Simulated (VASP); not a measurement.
Here is a VASP 6.6.1 calculation.

File INCAR:

```
SYSTEM = AgCl
ALGO = Normal
EDIFF = 1E-8
ENCUT = 520
GGA = PE
ISIF = 2
ISMEAR = -1
LASPH = .True.
LCHARG = .False.
LEFG = .True.
LREAL = .False.
LWAVE = .False.
NBANDS = 16
NELM = 80
PREC = Accurate
SIGMA = 0.01
```

The input KPOINTS:

```
k-points
0
Gamma
  9 9 9
  0 0 0
```

The input POSCAR:

```
AgCl
1.0
    3.5013229026      0.0000000000      0.0000000000
    0.0000000000      3.5013229026      0.0000000000
    0.0000000000      0.0000000000      3.5013229026
Ag Cl
1 1
Direct
    0.0000000000      0.0000000000      0.0000000000
    0.5000000000      0.5000000000      0.5000000000
```

Potentials or basis: VASP PAW PBE potentials, release 64 (Ag, Cl).

Run with:

```console
$ cat potpaw_PBE.64/Ag/POTCAR potpaw_PBE.64/Cl/POTCAR > POTCAR
$ mpirun -np 1 vasp_std > vasp.out
```

(1) Predict the band gap on the k mesh.

(2) Predict the pressure.

## Answers

(1) 0.60 eV (least direct gap 1.89 eV).

(2) -2.6 GPa.

Caveat: semilocal functionals underestimate gaps, and a narrow one can read as zero; an odd mesh through Γ misses points on the zone boundary, where band edges can lie.
